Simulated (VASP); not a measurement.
# LiF (P6_3mc) in VASP: a series of runs

Runs on LiF. Level: LDA. Tasks: single point.

Program: VASP 6.6.1. These are calculated values, not measurements. Logs are shortened: lines on timing, memory, paths and dates and some standing lists are left out, and cuts for length are marked.

### 1 The cell of the first run

The structure is hexagonal, space group P6_3mc (No. 186). Conventional cell: a = 3.063 Å, b = 3.063 Å, c = 4.559 Å, α = 90.00°, β = 90.00°, γ = 120.00°. Li (site symmetry 3m) has 4 F at 1.80 to 1.92 Å within 2.4 Å. Within 2.4 Å of F (site symmetry 3m) lie 4 Li at 1.80 to 1.92 Å.

### 2 Single point, LDA (c/a of the conventional cell at fixed volume 1.4884)

INCAR reads:

```
PREC = Accurate
ENCUT = 520
EDIFF = 1E-6
ISMEAR = 0
SIGMA = 0.05
LREAL = F
LASPH = T
NELM = 80
ALGO = Normal
ISIF = 2
LWAVE = F
LCHARG = F
GGA = CA
NBANDS = 18
```

KPOINTS reads:

```
regular mesh
0
Gamma
  9 9 6
```

POSCAR reads:

```
LiF
1.0
    3.0631065845      0.0000000000      0.0000000000
   -1.5315532922      2.6527281167      0.0000000000
    0.0000000000      0.0000000000      4.5591278403
Li F
2 2
Direct
    0.3333333333      0.6666666667      0.4120529761
    0.6666666667      0.3333333333      0.9120529761
    0.3333333333      0.6666666667      0.9910195924
    0.6666666667      0.3333333333      0.4910195924
```

Potentials or basis: VASP PAW LDA potentials, release 64 (Li_sv, F).

The run is started by

```bash
cat potpaw_LDA.64/Li_sv/POTCAR potpaw_LDA.64/F/POTCAR > POTCAR
mpirun -np 1 vasp_std > vasp.out
```

OUTCAR:

```text
PREC = Accurate
   ENCUT = 520
   EDIFF = 1E-6
   ISMEAR = 0
   LREAL = F
   LASPH = T
   NELM = 80
   ISIF = 2
   GGA = CA

 ion  position               nearest neighbor table
   1  0.333  0.667  0.412-   4 1.80   4 1.80   4 1.80   3 1.92
   2  0.667  0.333  0.912-   3 1.80   3 1.80   3 1.80   4 1.92
   3  0.333  0.667  0.991-   2 1.80   2 1.80   2 1.80   1 1.92
   4  0.667  0.333  0.491-   1 1.80   1 1.80   1 1.80   2 1.92

  LATTYP: Found a hexagonal cell.
 ALAT       =     3.0631065845
 C/A-ratio  =     1.4884000000

  Lattice vectors:

 A1 = (   3.0631065845,   0.0000000000,   0.0000000000)
 A2 = (  -1.5315532922,   2.6527281167,   0.0000000000)
 A3 = (   0.0000000000,   0.0000000000,   4.5591278403)

Analysis of symmetry for initial positions (statically):
=====================================================================
 Subroutine PRICEL returns:
 Original cell was already a primitive cell.

 Routine SETGRP: Setting up the symmetry group for a
 hexagonal supercell.

 Subroutine GETGRP returns: Found 12 space group operations
 (whereof  6 operations were pure point group operations)
 out of a pool of 24 trial point group operations.

The static configuration has the point symmetry C_3v.
 The point group associated with its full space group is C_6v.

Analysis of symmetry for dynamics (positions and initial velocities):
=====================================================================
 Subroutine PRICEL returns:
 Original cell was already a primitive cell.

 Routine SETGRP: Setting up the symmetry group for a
 hexagonal supercell.

 Subroutine GETGRP returns: Found 12 space group operations
 (whereof  6 operations were pure point group operations)
 out of a pool of 24 trial point group operations.

The dynamic configuration has the point symmetry C_3v.
 The point group associated with its full space group is C_6v.

 Subroutine INISYM returns: Found 12 space group operations
 (whereof  6 operations are pure point group operations),
 and found     1 'primitive' translations

----------------------------------------------------------------------------------------

                                     Primitive cell

  volume of cell :      37.0456

  direct lattice vectors                    reciprocal lattice vectors
     3.063106584  0.000000000  0.000000000     0.326465950  0.188485204  0.000000000
    -1.531553292  2.652728117  0.000000000     0.000000000  0.376970408  0.000000000
     0.000000000  0.000000000  4.559127840     0.000000000  0.000000000  0.219340197

  length of vectors
     3.063106584  3.063106584  4.559127840     0.376970408  0.376970408  0.219340197

  position of ions in fractional coordinates (direct lattice)
     0.333333333  0.666666667  0.412052976
     0.666666667  0.333333333  0.912052976
     0.333333333  0.666666667  0.991019592
     0.666666667  0.333333333  0.491019592

  ion indices of the primitive-cell ions
   primitive index   ion index
                 1           1
                 2           2
                 3           3
                 4           4

----------------------------------------------------------------------------------------

 KPOINTS: regular mesh

Automatic generation of k-mesh.
 Grid dimensions read from file:
 generate k-points for:    9    9    6

 Generating k-lattice:

  Cartesian coordinates                     Fractional coordinates (reciprocal lattice)
     0.036273994  0.020942800  0.000000000     0.111111111 -0.000000000  0.000000000
     0.000000000  0.041885601  0.000000000     0.000000000  0.111111111  0.000000000
     0.000000000  0.000000000  0.036556700     0.000000000  0.000000000  0.166666667

  Length of vectors
     0.041885601  0.041885601  0.036556700

  Shift w.r.t. Gamma in fractional coordinates (k-lattice)
     0.000000000  0.000000000  0.000000000

 Subroutine IBZKPT returns following result:
 ===========================================

 Found     48 irreducible k-points:

 Following reciprocal coordinates:
            Coordinates               Weight
  0.000000  0.000000  0.000000      1.000000
  0.111111  0.000000  0.000000      6.000000
  0.222222  0.000000  0.000000      6.000000
  0.333333  0.000000  0.000000      6.000000
  0.444444  0.000000  0.000000      6.000000
  0.111111  0.111111  0.000000      6.000000
[... 16 lines left out ...]
  0.333333  0.222222  0.166667     24.000000
  0.333333  0.333333  0.166667      4.000000
 [... further k-points ...]
   k-points           NKPTS =     48   k-points in BZ     NKDIM =     48   number of bands    NBANDS=     18
   number of dos      NEDOS =    301   number of ions     NIONS =      4
   total plane-waves  NPLWV =  20736
   dimension x,y,z NGX =    24 NGY =   24 NGZ =   36
   dimension x,y,z NGXF=    48 NGYF=   48 NGZF=   72
   ions per type =               2   2
   NGX,Y,Z   is equivalent  to a cutoff of  13.03, 13.03, 13.13 a.u.
   NGXF,Y,Z  is equivalent  to a cutoff of  26.05, 26.05, 26.25 a.u.
 SYSTEM =  unknown system
   PREC   = accura    normal or accurate (medium, high low for compatibility)
   ISTART =      0    job   : 0-new  1-cont  2-samecut
   ICHARG =      2    charge: 1-file 2-atom 10-const
   ISPIN  =      1    spin polarized calculation?
   LNONCOLLINEAR =      F non collinear calculations
   LSORBIT =      F    spin-orbit coupling
   LASPH  =      T    aspherical Exc in radial PAW
   ENCUT  =  520.0 eV  38.22 Ry    6.18 a.u.   5.70  5.70  8.48*2*pi/ulx,y,z
   NELM   =     80;   NELMIN=  2; NELMDL= -5     # of ELM steps
   EDIFF  = 0.1E-05   stopping-criterion for ELM
   LREAL  =      F    real-space projection
   EDIFFG = 0.1E-04   stopping-criterion for IOM
   NSW    =      0    number of steps for IOM
   IBRION =     -1    ionic relax: 0-MD 1-quasi-New 2-CG
   NFREE  =      0    steps in history (QN), initial steepest desc. (CG)
   ISIF   =      2    stress and relaxation
   ISYM   =      2    0-nonsym 1-usesym 2-fastsym
   POTIM  = 0.5000    time-step for ionic-motion
   TEBEG  =    0.0;   TEEND  =   0.0 temperature during run
   PSTRESS=    0.0 pullay stress
   NELECT =      20.0000    total number of electrons
   NUPDOWN=      -1.0000    fix difference up-down
   EMIN   =  10.00;   EMAX   =-10.00  energy-range for DOS
   EFERMI =   0.00;   METHOD = LEGACY
   ISMEAR =     0;   SIGMA  =   0.05  broadening in eV -4-tet -1-fermi 0-gaus
   EFERMI_NEDOS =   21; number of points for ismear=-14 and -15
   IALGO  =     38    algorithm
   IMIX   =      4    mixing-type and parameters
     AMIX     =   0.40;   BMIX     =  1.00
     AMIX_MAG =   1.60;   BMIX_MAG =  1.00
  volume/ion in A,a.u.               =       9.26        62.50
  Fermi-wavevector in a.u.,A,eV,Ry     =   1.333028  2.519058 24.177060  1.776964
  Thomas-Fermi vector in A             =   2.461918
   LORBIT       =      0    0 simple, 1 ext, 2 COOP (PROOUT), +10 PAW based schemes
   GGA     = CA    functional components
   LHFCALC =     F    Hartree Fock is set to
   AEXX    =    0.0000 exact exchange contribution
   IVDW    =     0    specifies the selected vdW correction
   LEPSILON=     F    determine dielectric tensor
   LRPA    =     F    only Hartree local field effects (RPA)
 non-spin polarized calculation
 Gauss-broadening in eV      SIGMA  =   0.05
  energy-cutoff  :      520.00
  volume of cell :       37.05
 maximum number of plane-waves:      1008
 NGX is ok and might be reduce to    24
   NGX = 11   NGY = 11   NGZ = 17

 number of electron      19.9999970 magnetization

 Free energy of the ion-electron system (eV)
  ---------------------------------------------------
  ext. energy  EPLUGINS =         0.00000000
  ---------------------------------------------------
  free energy    TOTEN  =       -20.79219636 eV

  energy without entropy =      -20.79219636  energy(sigma->0) =      -20.79219636

 E-fermi :  -1.9982     XC(G=0):  -9.8734

 val. band max:       -2.2012105719   @ k =   0.0000   0.0000   0.0000
 cond. band min:       5.4527283862   @ k =   0.0000   0.0000   0.0000
 fundamental gap:      7.6539389581
 Fermi energy:        -1.9981521910

 k-point     1 :       0.0000    0.0000    0.0000
  band No.  band energies     occupation
      1     -41.5985      2.00000
      2     -41.5308      2.00000
      3     -21.5560      2.00000
      4     -21.1503      2.00000
      5      -5.0007      2.00000
      6      -3.0940      2.00000
[... 10 lines left out ...]
     17      16.9258      0.00000
     18      19.0867      0.00000

 k-point     2 :       0.1111    0.0000    0.0000
  band No.  band energies     occupation
      1     -41.5928      2.00000
      2     -41.5287      2.00000
      3     -21.5416      2.00000
      4     -21.1576      2.00000
      5      -4.9140      2.00000
      6      -3.2158      2.00000
[... 10 lines left out ...]
     17      17.2222      0.00000
     18      18.5209      0.00000

 k-point     3 :       0.2222    0.0000    0.0000
  band No.  band energies     occupation
      1     -41.5777      2.00000
      2     -41.5240      2.00000
      3     -21.5006      2.00000
      4     -21.1796      2.00000
      5      -4.6810      2.00000
      6      -3.5773      2.00000
[... 10 lines left out ...]
     17      17.6870      0.00000
     18      17.7178      0.00000

 k-point     4 :       0.3333    0.0000    0.0000
  band No.  band energies     occupation
      1     -41.5589      2.00000
      2     -41.5202      2.00000
      3     -21.4425      2.00000
      4     -21.2141      2.00000
      5      -4.4651      2.00000
      6      -3.8988      2.00000
[... 375 lines left out ...]
      4     -21.2474      2.00000
      5      -4.4087      2.00000
      6      -4.1913      2.00000
[... 10 lines left out ...]
     17      17.2758      0.00000
     18      18.7138      0.00000

 k-point    23 :       0.3333    0.2222    0.1667
  band No.  band energies     occupation
      1     -41.5354      2.00000
      2     -41.5223      2.00000
      3     -21.3547      2.00000
      4     -21.2799      2.00000
      5      -4.6895      2.00000
      6      -3.9410      2.00000
[... 10 lines left out ...]
     17      16.7004      0.00000
     18      18.8866      0.00000

 k-point    24 :       0.3333    0.3333    0.1667
  band No.  band energies     occupation
      1     -41.5269      2.00000
      2     -41.5269      2.00000
      3     -21.3145      2.00000
      4     -21.3145      2.00000
      5      -4.7938      2.00000
      6      -3.7031      2.00000
[... 10 lines left out ...]
     17      16.2785      0.00000
     18      19.0949      0.00000

 [... further k-points ...]
[... 5 lines left out ...]
  --------------------------------------------------------------------------------------
  -------------------------------------------------------------------------------------
  Total        0.1589428      0.1589428     -0.7222378      0.0000000      0.0000000      0.0000000
  in kB        6.8740841      6.8740841    -31.2359104      0.0000000      0.0000000      0.0000000
  external PRESSURE =      -5.8292474 kB  Pullay stress =       0.0000000 kB

 VOLUME and BASIS-vectors are now :
 -----------------------------------------------------------------------------
  energy-cutoff  :      520.00
  volume of cell :       37.05
      direct lattice vectors                 reciprocal lattice vectors
     3.063106584  0.000000000  0.000000000     0.326465950  0.188485204  0.000000000
    -1.531553292  2.652728117  0.000000000     0.000000000  0.376970408  0.000000000
     0.000000000  0.000000000  4.559127840     0.000000000  0.000000000  0.219340197

 POSITION                                       TOTAL-FORCE (eV/Angst)
 -----------------------------------------------------------------------------------
     -0.00000      1.76849      1.87860         0.000000     -0.000000     -0.179983
      1.53155      0.88424      4.15817        -0.000000      0.000000     -0.179983
     -0.00000      1.76849      4.51819        -0.000000     -0.000000      0.179983
      1.53155      0.88424      2.23862         0.000000      0.000000      0.179983
 -----------------------------------------------------------------------------------
    total drift:                               -0.000001     -0.000001     -0.001081

  FREE ENERGIE OF THE ION-ELECTRON SYSTEM (eV)
  ---------------------------------------------------
  free  energy   TOTEN  =       -20.7921963560 eV

  energy  without entropy=      -20.7921963560  energy(sigma->0) =      -20.79219636
```

Run time: 11 s. Hardware: 1 thread of AMD EPYC 9R45 (Zen 5), shared host; peak memory 0.11 GiB.

What came out:

```
Free energy            : -20.7922 eV
Largest force          : 0.180 eV/Å
Band gap on the k mesh : 7.65 eV, direct
```

Forces on the atoms (eV/Å):
```
Li   0.000  0.000 -0.180
Li   0.000  0.000 -0.180
F    0.000  0.000  0.180
F    0.000  0.000  0.180
```

Caveat: the cutoff is under 1.25 times the usual one of these potentials, so pressure, stress and relaxed cells hold a basis-set (Pulay) error. A k mesh can miss the band edges.

### 3 Single point, LDA (c/a of the conventional cell at fixed volume 1.4392)

INCAR reads:

```
PREC = Accurate ; ENCUT = 520
EDIFF = 1E-6 ; ISMEAR = 0
SIGMA = 0.05 ; LREAL = False
LASPH = True ; NELM = 60
ALGO = Normal ; ISIF = 2
LWAVE = False ; LCHARG = False
GGA = CA ; NBANDS = 18
```

KPOINTS reads:

```
Automatic mesh
0
Gamma
  9 9 6
```

POSCAR reads:

```
LiF
1.0
    3.0976209951      0.0000000000      0.0000000000
   -1.5488104975      2.6826184730      0.0000000000
    0.0000000000      0.0000000000      4.4580961361
Li F
2 2
Direct
    0.3333333333      0.6666666667      0.3746202181
    0.6666666667      0.3333333333      0.8746202181
    0.3333333333      0.6666666667      0.9910195924
    0.6666666667      0.3333333333      0.4910195924
```

Potentials or basis: VASP PAW LDA potentials, release 64 (Li_sv, F).

The run is started by

```bash
cat potpaw_LDA.64/Li_sv/POTCAR potpaw_LDA.64/F/POTCAR > POTCAR
mpirun -np 1 vasp_std > vasp.out
```

It took 11 s on 1 thread of AMD EPYC 9R45 (Zen 5), shared host; peak memory 0.12 GiB.

The run converged. Its results:

```yaml
Free_energy: -20.7315 eV
Largest_force: 0.642 eV/Å
Band_gap_on_the_k_mesh: 7.79 eV, direct
```

Forces on the atoms (eV/Å):
```
Li   0.000  0.000  0.642
Li   0.000  0.000  0.642
F    0.000  0.000 -0.642
F    0.000  0.000 -0.642
```

Levels at points of the mesh, in eV from the valence-band top:
| k point | band 8 | band 9 | band 10 | band 11 | band 12 | band 13 |
| --- | --- | --- | --- | --- | --- | --- |
| (0.00, 0.00, 0.00) | -0.22 | -0.22 | 0.00 | 7.79 | 12.61 | 16.03 |
| (0.00, 0.00, 0.50) | -0.48 | -0.48 | -0.48 | 9.61 | 9.61 | 18.16 |

Caveat: the cutoff is under 1.25 times the usual one of these potentials, so pressure, stress and relaxed cells hold a basis-set (Pulay) error.

### 4 Single point, LDA (c/a of the conventional cell at fixed volume 1.4884)

INCAR reads:

```
SYSTEM = LiF
PREC = Accurate
ENCUT = 520
EDIFF = 1E-6
ISMEAR = 0
SIGMA = 0.05
LREAL = .False.
LASPH = .True.
NELM = 100
ALGO = Normal
ISIF = 2
LWAVE = .False.
LCHARG = .False.
NBANDS = 18
```

KPOINTS reads:

```
regular mesh
0
Gamma
  9 9 6
  0 0 0
```

POSCAR reads:

```
LiF
1.0
    3.0631065845      0.0000000000      0.0000000000
   -1.5315532922      2.6527281167      0.0000000000
    0.0000000000      0.0000000000      4.5591278403
Li F
2 2
Direct
    0.3333333333      0.6666666667      0.3746202181
    0.6666666667      0.3333333333      0.8746202181
    0.3333333333      0.6666666667      0.9910195924
    0.6666666667      0.3333333333      0.4910195924
```

The run is started by

```bash
cat potpaw_LDA.64/Li_sv/POTCAR potpaw_LDA.64/F/POTCAR > POTCAR
mpirun -np 1 vasp_std > vasp.out
```

Run time: 11 s. Hardware: 1 thread of AMD EPYC 9R45 (Zen 5), shared host; peak memory 0.11 GiB.

The run converged. Its results:

- Free energy: -20.7783 eV
- Largest force: 0.385 eV/Å
- Band gap on the k mesh: 7.83 eV, direct

Forces in eV/Å, atoms in the order of the input:
```
Li   0.000  0.000  0.385
Li   0.000  0.000  0.385
F    0.000  0.000 -0.385
F    0.000  0.000 -0.385
```

Levels at points of the mesh, in eV from the valence-band top:
| k point | band 8 | band 9 | band 10 | band 11 | band 12 | band 13 |
| --- | --- | --- | --- | --- | --- | --- |
| (0.00, 0.00, 0.00) | -0.20 | -0.20 | 0.00 | 7.83 | 12.42 | 15.86 |
| (0.00, 0.00, 0.50) | -0.42 | -0.42 | -0.42 | 9.60 | 9.60 | 18.28 |

Caveat: the cutoff is under 1.25 times the usual one of these potentials, so pressure, stress and relaxed cells hold a basis-set (Pulay) error. A k mesh can miss the band edges.
